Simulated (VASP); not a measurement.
Input of a VASP 6.6.1 run:

File INCAR:

```
SYSTEM = Pt
  ALGO = Normal
  EDIFF = 1E-6
  ENCUT = 500
  GGA = PE
  GGA_COMPAT = .False.
  ISIF = 2
  ISMEAR = 0
  LASPH = .True.
  LCHARG = .False.
  LREAL = .False.
  LWAVE = .False.
  NBANDS = 11
  NELM = 120
  PREC = Accurate
  SIGMA = 0.1
```

KPOINTS

```
k-points
0
Gamma
  8 8 8
  0 0 0
```

The input POSCAR:

```
Pt
1.0
    0.0000000000      1.9836737137      1.9836737137
    1.9836737137      0.0000000000      1.9836737137
    1.9836737137      1.9836737137      0.0000000000
Pt
1
Direct
    0.0000000000      0.0000000000      0.0000000000
```

Potentials or basis: VASP PAW PBE potentials, release 64 (Pt).

Launch:

```console
$ cat potpaw_PBE.64/Pt/POTCAR > POTCAR
$ mpirun -np 1 vasp_std > vasp.out
```

Q: Predict the pressure.

A: -0.6 GPa.

Q: Predict the band gap on the k mesh.

A: Zero (bands 5 and 6 overlap by 2.09 eV).

Caveat: spin-orbit coupling is left out, which moves the levels of the heavy elements.
